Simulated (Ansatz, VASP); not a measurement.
## Hf3Si2O: VASP beside Ansatz

INCAR

```
  PREC = Accurate
  ENCUT = 600
  EDIFF = 1E-6
  ISMEAR = 0
  SIGMA = 0.1
  LREAL = False
  LASPH = True
  NELM = 60
  ALGO = Normal
  ISIF = 3
  LWAVE = False
  LCHARG = False
  GGA = PE
  IBRION = 2
  NSW = 100
  EDIFFG = -0.01
```

File KPOINTS:

```
Automatic mesh
0
Gamma
  12 12 8
```

POSCAR

```
Hf3Si2O
1.0
    4.5097587591      0.0000000000      0.0000000000
   -2.2548793796      3.9055656503      0.0000000000
    0.0000000000      0.0000000000      5.6685987429
Hf Si O
3 2 1
Direct
    0.6666666667      0.3333333333      0.5000000000
    0.0000000000      0.0000000000      0.0000000000
    0.0000000000      0.0000000000      0.5000000000
    0.3333333333      0.6666666667      0.2770720955
    0.3333333333      0.6666666667      0.7229279045
    0.6666666667      0.3333333333      0.0000000000
```

Input for Ansatz:

```yaml
crystal:
  lattice:
    - [4.5097587591, 0.0, 0.0]
    - [-2.2548793796, 3.9055656503, 0.0]
    - [0.0, 0.0, 5.6685987429]
  atoms:
    - { symbol: Hf, position: [0.6666666667, 0.3333333333, 0.5] }
    - { symbol: Hf, position: [0.0, 0.0, 0.0] }
    - { symbol: Hf, position: [0.0, 0.0, 0.5] }
    - { symbol: Si, position: [0.3333333333, 0.6666666667, 0.2770720955] }
    - { symbol: Si, position: [0.3333333333, 0.6666666667, 0.7229279045] }
    - { symbol: O, position: [0.6666666667, 0.3333333333, 0.0] }
basis:
  ecutwfc: 420
kpoints:
  mp_grid: { grid: [12, 12, 8] }
hamiltonian:
  xc: pbe
scf:
  occupations: { method: gaussian, width: 0.1 }
output:
  forces: true
  stress: true
  eigenvalues: true
relax:
  adjacent_minimum: "off"
  f_tol: 0.01
  max_steps: 80
  cell: { stress_tol: 0.05 }
```

Change from the starting cell: species swapped into the Sr2Al3Ge type (P-6m2, No. 187).

Alike in both runs: task relaxation of cell and atoms; functional PBE; k mesh 12 × 12 × 8; occupations gaussian, width 0.1 eV; no spin polarisation.

|  | VASP | Ansatz |
| --- | --- | --- |
| version | VASP 6.6.1 | Ansatz 0.2.0 |
| potentials or method | VASP PAW PBE potentials, release 64 (Hf_pv, Si, O), cutoff 600 eV | scalar-relativistic, plane waves, PAW |
| valence electrons in the cell | 44 | 92 |

```tsv
	VASP	Ansatz	Ansatz less VASP
gap on the k mesh at the Fermi level, each at its own relaxed structure (eV)	none	none	-
relaxed volume (Å³/atom)	16.55	16.64	+0.091
relaxed cell length with the largest relative difference (Å)	5.684	5.696	+0.0118
```

A gap of «none» marks a metal or a gap that the smearing closes. VASP's potentials hold 44 valence electrons a cell and Ansatz's 92, so a difference there can come from the potentials and not from the codes.

Spin-orbit coupling is off throughout.
